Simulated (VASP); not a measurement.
## TaN: single point with PBEsol

TaN:

```
CELL_PARAMETERS angstrom
2.74649 0.00000 0.00000
-1.37324 2.37853 0.00000
0.00000 0.00000 2.86349
ATOMIC_POSITIONS crystal
Ta 0.33333 0.66667 0.50000
N 0.00000 0.00000 0.00000
```

* Program: VASP 6.6.1
* Task: single point
* Functional: PBEsol
* Potentials or basis: VASP PAW PBE potentials, release 64 (Ta_pv, N)
* Cutoff: 520 eV
* k mesh: 21 × 21 × 18
* Occupations: gaussian, width 0.15 eV
* Spin: no spin polarisation

```yaml
Pressure: 61.1 GPa
Band_gap_on_the_k_mesh: zero (bands 8 and 9 overlap by 0.55 eV)
```

Stress tensor (GPa, compression positive):
```
74.98  0.00  0.00
 0.00 74.98  0.00
 0.00  0.00 33.26
```

Levels at points of the mesh, in eV from the Fermi level:
```
           k point  band 5  band 6  band 7  band 8  band 9  band 10  band 11  band 12
(0.00, 0.00, 0.00)   -5.05   -4.59   -4.59   -3.31    3.97     3.97     4.02     4.82
(0.00, 0.00, 0.50)  -10.18   -3.59   -3.59   -0.16   -0.16     1.90     4.29     4.29
```

Run time: 2.6 min on 1 thread of Intel Xeon 8259CL, with other jobs on the host, peak memory 0.24 GiB.

Caveat: the cell stands under pressure; the PAW data sets were made with another functional, which shifts forces and pressure a little; spin-orbit coupling is left out, which moves the levels of the heavy elements.
